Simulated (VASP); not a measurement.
# WS2 in VASP: single point with PBE

Aim: the single point of WS2 with PBE.

Everything below comes from runs of VASP 6.6.1. Logs are shortened: lines on timing, memory, paths and dates and some standing lists are left out, and cuts for length are marked.

## 1. The cell of the first run

The cell holds a sheet with vacuum, 6 atoms: a = 6.549 Å, b = 3.199 Å, c = 30.575 Å, α = 90.00°, β = 90.00°, γ = 119.24°.

## 2. Single point, PBE

INCAR reads:

```
ALGO = Normal
DIPOL = 0.5 0.5 0.278
EDIFF = 1E-6
ENCUT = 400
GGA = PE
GGA_COMPAT = F
IDIPOL = 3
ISIF = 2
ISMEAR = 0
LASPH = T
LCHARG = F
LDIPOL = T
LREAL = F
LWAVE = F
NBANDS = 35
NELM = 120
NELMDL = -8
PREC = Accurate
SIGMA = 0.1
```

KPOINTS reads:

```
k-points
0
Gamma
  6 6 1
```

POSCAR reads:

```
WS2
1.0
    6.5483144289      0.0864371449      0.0000000000
   -1.5992363990      2.7706998692      0.0000000000
    0.0000000000      0.0000000000     30.5745096760
W S
2 4
Direct
    0.0517413674      0.0514092691      0.2803560500
    0.4483206660      0.9486155303      0.2756622218
    0.1648196314      0.6647364522      0.3351565922
    0.6697982845      0.6697953380      0.3214777602
    0.3351394481      0.3352347025      0.2208598946
    0.8301806025      0.3302087081      0.2345436675
```

Potentials or basis: VASP PAW PBE potentials, release 64 (W_sv, S).

Launch:

```sh
> cat potpaw_PBE.64/W_sv/POTCAR potpaw_PBE.64/S/POTCAR > POTCAR
> mpirun -np 1 vasp_std > vasp.out
```

OUTCAR:

```text
EDIFF = 1E-6
   ENCUT = 400
   GGA = PE
   ISIF = 2
   ISMEAR = 0
   LASPH = T
   LREAL = F
   NELM = 120
   NELMDL = -8
   PREC = Accurate

 ion  position               nearest neighbor table
   1  0.052  0.051  0.280-   3 2.40   3 2.41   5 2.44   6 2.47   6 2.48   4 2.52   2 2.78   2 2.78

   2  0.448  0.949  0.276-   5 2.40   5 2.41   3 2.44   4 2.47   4 2.47   6 2.52   1 2.78   1 2.78

   3  0.165  0.665  0.335-   1 2.40   1 2.41   2 2.44
   4  0.670  0.670  0.321-   2 2.47   2 2.47   1 2.52
   5  0.335  0.335  0.221-   2 2.40   2 2.41   1 2.44
   6  0.830  0.330  0.235-   1 2.47   1 2.48   2 2.52

  Warning from LATTYP: Monoclinic adjustment (A1->A3, A2->A1, A3->A2)!
  Warning from LATTYP: Got some problem with cell dimensions!
  Tried to take original basis but could not verify dimensions!
  LATTYP: Found a simple monoclinic cell.
 ALAT       =     3.1991146940
 B/A-ratio  =     9.5571783449
 C/A-ratio  =     1.7863053863
 COS(beta)  =    -0.0000833308

  Lattice vectors:

 A1 = (  -1.5992363990,   2.7706998692,   0.0000000000)
 A2 = (   0.0000000000,   0.0000000000, -30.5745096760)
 A3 = (  -4.9490780299,  -2.8571370141,   0.0000000000)

Analysis of symmetry for initial positions (statically):
=====================================================================
 Subroutine PRICEL returns:
 Original cell was already a primitive cell.

 Routine SETGRP: Setting up the symmetry group for a
 simple monoclinic supercell.

 Subroutine GETGRP returns: Found  1 space group operations
 (whereof  1 operations were pure point group operations)
 out of a pool of  4 trial point group operations.

The static configuration has the point symmetry C_1 .

Analysis of symmetry for dynamics (positions and initial velocities):
=====================================================================
 Subroutine PRICEL returns:
 Original cell was already a primitive cell.

 Routine SETGRP: Setting up the symmetry group for a
 simple monoclinic supercell.

 Subroutine GETGRP returns: Found  1 space group operations
 (whereof  1 operations were pure point group operations)
 out of a pool of  4 trial point group operations.

The dynamic configuration has the point symmetry C_1 .

 Subroutine INISYM returns: Found  1 space group operations
 (whereof  1 operations are pure point group operations),
 and found     1 'primitive' translations

----------------------------------------------------------------------------------------

                                     Primitive cell

  volume of cell :     558.9524

  direct lattice vectors                    reciprocal lattice vectors
     6.548314429  0.086437145  0.000000000     0.151556357  0.087477696  0.000000000
    -1.599236399  2.770699869  0.000000000    -0.004728083  0.358190611  0.000000000
     0.000000000  0.000000000 30.574509676     0.000000000  0.000000000  0.032706984

  length of vectors
     6.548884885  3.199114694 30.574509676     0.174990504  0.358221814  0.032706984

  position of ions in fractional coordinates (direct lattice)
     0.051741367  0.051409269  0.280356050
     0.448320666  0.948615530  0.275662222
     0.164819631  0.664736452  0.335156592
     0.669798284  0.669795338  0.321477760
     0.335139448  0.335234703  0.220859895
     0.830180603  0.330208708  0.234543667

  ion indices of the primitive-cell ions
   primitive index   ion index
                 1           1
                 2           2
                 3           3
                 4           4
                 5           5
                 6           6

----------------------------------------------------------------------------------------

 KPOINTS: k-points

Automatic generation of k-mesh.
 Grid dimensions read from file:
 generate k-points for:    6    6    1

 Generating k-lattice:

  Cartesian coordinates                     Fractional coordinates (reciprocal lattice)
     0.025259393  0.014579616  0.000000000     0.166666667  0.000000000  0.000000000
    -0.000788014  0.059698435  0.000000000    -0.000000000  0.166666667  0.000000000
     0.000000000  0.000000000  0.032706984     0.000000000  0.000000000  1.000000000

  Length of vectors
     0.029165084  0.059703636  0.032706984

  Shift w.r.t. Gamma in fractional coordinates (k-lattice)
     0.000000000  0.000000000  0.000000000

 Subroutine IBZKPT returns following result:
 ===========================================

 Found     20 irreducible k-points:

 Following reciprocal coordinates:
            Coordinates               Weight
  0.000000  0.000000  0.000000      1.000000
  0.166667  0.000000  0.000000      2.000000
  0.333333  0.000000  0.000000      2.000000
  0.500000  0.000000  0.000000      1.000000
  0.000000  0.166667  0.000000      2.000000
  0.166667  0.166667  0.000000      2.000000
[... 12 lines left out ...]
  0.333333  0.500000  0.000000      2.000000
  0.500000  0.500000  0.000000      1.000000
   k-points           NKPTS =     20   k-points in BZ     NKDIM =     20   number of bands    NBANDS=     35
   number of dos      NEDOS =    301   number of ions     NIONS =      6
   total plane-waves  NPLWV = 230400
   dimension x,y,z NGX =    48 NGY =   24 NGZ =  200
   dimension x,y,z NGXF=    96 NGYF=   48 NGZF=  400
   ions per type =               2   4
   NGX,Y,Z   is equivalent  to a cutoff of  12.18, 12.47, 10.87 a.u.
   NGXF,Y,Z  is equivalent  to a cutoff of  24.37, 24.94, 21.75 a.u.
 SYSTEM =  unknown system
   PREC   = accura    normal or accurate (medium, high low for compatibility)
   ISTART =      0    job   : 0-new  1-cont  2-samecut
   ICHARG =      2    charge: 1-file 2-atom 10-const
   ISPIN  =      1    spin polarized calculation?
   LNONCOLLINEAR =      F non collinear calculations
   LSORBIT =      F    spin-orbit coupling
   LASPH  =      T    aspherical Exc in radial PAW
   ENCUT  =  400.0 eV  29.40 Ry    5.42 a.u.  10.68  5.22 49.86*2*pi/ulx,y,z
   NELM   =    120;   NELMIN=  2; NELMDL= -8     # of ELM steps
   EDIFF  = 0.1E-05   stopping-criterion for ELM
   LREAL  =      F    real-space projection
   EDIFFG = 0.1E-04   stopping-criterion for IOM
   NSW    =      0    number of steps for IOM
   IBRION =     -1    ionic relax: 0-MD 1-quasi-New 2-CG
   NFREE  =      0    steps in history (QN), initial steepest desc. (CG)
   ISIF   =      2    stress and relaxation
   ISYM   =      2    0-nonsym 1-usesym 2-fastsym
   POTIM  = 0.5000    time-step for ionic-motion
   TEBEG  =    0.0;   TEEND  =   0.0 temperature during run
   PSTRESS=    0.0 pullay stress
   NELECT =      52.0000    total number of electrons
   NUPDOWN=      -1.0000    fix difference up-down
   EMIN   =  10.00;   EMAX   =-10.00  energy-range for DOS
   EFERMI =   0.00;   METHOD = LEGACY
   ISMEAR =     0;   SIGMA  =   0.10  broadening in eV -4-tet -1-fermi 0-gaus
   EFERMI_NEDOS =   21; number of points for ismear=-14 and -15
   IALGO  =     38    algorithm
   IMIX   =      4    mixing-type and parameters
     AMIX     =   0.40;   BMIX     =  1.00
     AMIX_MAG =   1.60;   BMIX_MAG =  1.00
  volume/ion in A,a.u.               =      93.16       628.67
  Fermi-wavevector in a.u.,A,eV,Ry     =   0.741796  1.401791  7.486754  0.550261
  Thomas-Fermi vector in A             =   1.836522
   LORBIT       =      0    0 simple, 1 ext, 2 COOP (PROOUT), +10 PAW based schemes
   GGA     = PE    functional components
   LHFCALC =     F    Hartree Fock is set to
   AEXX    =    0.0000 exact exchange contribution
   IVDW    =     0    specifies the selected vdW correction
   LEPSILON=     F    determine dielectric tensor
   LRPA    =     F    only Hartree local field effects (RPA)
 non-spin polarized calculation
 Gauss-broadening in eV      SIGMA  =   0.10
  energy-cutoff  :      400.00
  volume of cell :      558.95
 maximum number of plane-waves:     10194
 NGX is ok and might be reduce to    48
   NGX = 21   NGY = 11   NGZ = 99

 dipolmoment           0.000000      0.000000     -0.000004 electrons x Angstroem

 number of electron      51.9999999 magnetization

 dipolmoment           0.000000      0.000000      0.000007 electrons x Angstroem

 Free energy of the ion-electron system (eV)
  ---------------------------------------------------
  ext. energy  EPLUGINS =         0.00000000
  ---------------------------------------------------
  free energy    TOTEN  =       -46.30258447 eV

  energy without entropy =      -46.30053756  energy(sigma->0) =      -46.30156102

 E-fermi :  -3.1810     XC(G=0):  -2.4885

 val. band max:       -3.2564406135   @ k =   0.0000   0.0000   0.0000
 cond. band min:      -3.0773934476   @ k =   0.0000   0.0000   0.0000
 fundamental gap:      0.1790471659
 Fermi energy:        -3.1809572896

 k-point     1 :       0.0000    0.0000    0.0000
  band No.  band energies     occupation
      1     -77.4656      2.00000
      2     -77.4146      2.00000
      3     -41.9298      2.00000
      4     -41.7674      2.00000
      5     -41.6932      2.00000
      6     -41.5604      2.00000
[... 27 lines left out ...]
     34       1.0206      0.00000
     35       1.6401      0.00000

 k-point     2 :       0.1667    0.0000    0.0000
  band No.  band energies     occupation
      1     -77.4655      2.00000
      2     -77.4147      2.00000
      3     -41.9232      2.00000
      4     -41.7665      2.00000
      5     -41.6933      2.00000
      6     -41.5613      2.00000
[... 27 lines left out ...]
     34       1.0353      0.00000
     35       1.8035      0.00000
[... 644 lines left out ...]
     34       2.1109      0.00000
     35       3.3910      0.00000

 k-point    20 :       0.5000    0.5000    0.0000
  band No.  band energies     occupation
      1     -77.4324      2.00000
      2     -77.4321      2.00000
      3     -41.9932      2.00000
      4     -41.9929      2.00000
      5     -41.6334      2.00000
      6     -41.6328      2.00000
[... 27 lines left out ...]
     34       2.2305      0.00000
     35       3.9533      0.00000

------------------------ aborting loop because EDIFF is reached ----------------------------------------

 vacuum level on the upper side and lower side of the slab       (xc-potential included)        -0.009        -0.009

  FORCE on cell =-STRESS in cart. coord.  units (eV):
  Direction    XX          YY          ZZ          XY          YZ          ZX
  --------------------------------------------------------------------------------------
  -------------------------------------------------------------------------------------
  Total        0.0964002      0.0154025     -0.0087856      0.0412424     -0.0123993     -0.0074318
  in kB        0.2763208      0.0441497     -0.0251831      0.1182168     -0.0355412     -0.0213024
  external PRESSURE =       0.0984291 kB  Pullay stress =       0.0000000 kB

 VOLUME and BASIS-vectors are now :
 -----------------------------------------------------------------------------
  energy-cutoff  :      400.00
  volume of cell :      558.95
      direct lattice vectors                 reciprocal lattice vectors
     6.548314429  0.086437145  0.000000000     0.151556357  0.087477696  0.000000000
    -1.599236399  2.770699869  0.000000000    -0.004728083  0.358190611  0.000000000
     0.000000000  0.000000000 30.574509676     0.000000000  0.000000000  0.032706984

 POSITION                                       TOTAL-FORCE (eV/Angst)
 -----------------------------------------------------------------------------------
      0.25660      0.14691      8.57175        -0.033159     -0.005060     -0.013205
      1.41868      2.66708      8.42824         0.029468      0.004563      0.012950
      0.01622      1.85603     10.24725         0.006937      0.001732      0.006619
      3.31489      1.91370      9.82902        -0.007994     -0.006333      0.008446
      1.65848      0.95780      6.75268        -0.005134     -0.001498     -0.006402
      4.90820      0.98667      7.17106         0.009883      0.006596     -0.008408
 -----------------------------------------------------------------------------------
    total drift:                                0.000178      0.000097     -0.000504

  FREE ENERGIE OF THE ION-ELECTRON SYSTEM (eV)
  ---------------------------------------------------
  free  energy   TOTEN  =       -46.3025844727 eV

  energy  without entropy=      -46.3005375612  energy(sigma->0) =      -46.30156102

 vacuum level on the upper side and lower side of the slab         2.388         2.388
```

It took 19 min on 1 thread of Oxide Virtual Turin-like, shared host; peak memory 0.59 GiB.

What came out:

| Property | Result |
| --- | --- |
| Free energy | -46.3026 eV |
| Largest force | 0.036 eV/Å |
| Band gap on the k mesh | 0.18 eV |

Forces on the atoms (eV/Å):
```
W   -0.033 -0.005 -0.013
W    0.029  0.005  0.013
S    0.007  0.002  0.007
S   -0.008 -0.006  0.008
S   -0.005 -0.001 -0.006
S    0.010  0.007 -0.008
```

Caveat: spin-orbit coupling is left out, which moves the levels of the heavy elements.
